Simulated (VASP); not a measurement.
Set up this calculation in VASP 6.6.1, as the native input.

- Task: single point
- Functional: PBE
- Potentials or basis: VASP PAW PBE potentials, release 64 (Si, C)
- Cutoff: 520 eV
- k mesh: 6 × 6 × 4
- Occupations: gaussian, width 0.01 eV
- Spin: no spin polarisation
- Dipole correction: no
- Further INCAR settings: ALGO = Normal; EDIFF = 1e-06; NBANDS = 16

The structure of SiC lies in POSCAR:

```
SiC
1.0
    3.1368633640      0.0000000000      0.0000000000
   -1.5684316820      2.7166033614      0.0000000000
    0.0000000000      0.0000000000      5.0321377631
Si C
2 2
Direct
    0.3333333333      0.6666666667     -0.0014138072
    0.6666666667      0.3333333333      0.4985861928
    0.3333333333      0.6666666667      0.3764138072
    0.6666666667      0.3333333333      0.8764138072
```

This cell differs from its parent crystal: epitaxial xy strain +2.0%.

One way to write it, as run:

INCAR

```
PREC     = Accurate       # precision mode
ENCUT    = 520            # plane-wave cutoff, eV
EDIFF    = 1E-6           # SCF threshold, eV
ISMEAR   = 0              # smearing method
SIGMA    = 0.01           # smearing width, eV
LREAL    = F              # projectors in reciprocal space
LASPH    = T              # aspherical terms in the spheres
NELM     = 80             # most SCF steps
ALGO     = Normal         # electronic algorithm
ISIF     = 2              # what is computed and relaxed
LWAVE    = F              # write WAVECAR
LCHARG   = T              # write CHGCAR
GGA      = PE             # functional
LELF     = T              # ELF
LVHAR    = T            
NBANDS   = 16             # bands
```

KPOINTS

```
Automatic mesh
0
Gamma
  6 6 4
```

Potentials or basis: VASP PAW PBE potentials, release 64 (Si, C).

Run with:

```console
$ cat potpaw_PBE.64/Si/POTCAR potpaw_PBE.64/C/POTCAR > POTCAR
$ mpirun -np 1 vasp_std > vasp.out
```

It gave:

```yaml
Pressure: -4.2 GPa
Largest_force: 0.033 eV/Å
Band_gap_on_the_k_mesh: 2.42 eV, indirect (least direct gap 3.71 eV)
```

Caveat: the cell differs from its parent crystal (epitaxial xy strain +2.0%).

Wall time 27 s on 1 thread of Intel Xeon 8259CL, on a shared host, peak memory 0.15 GiB.
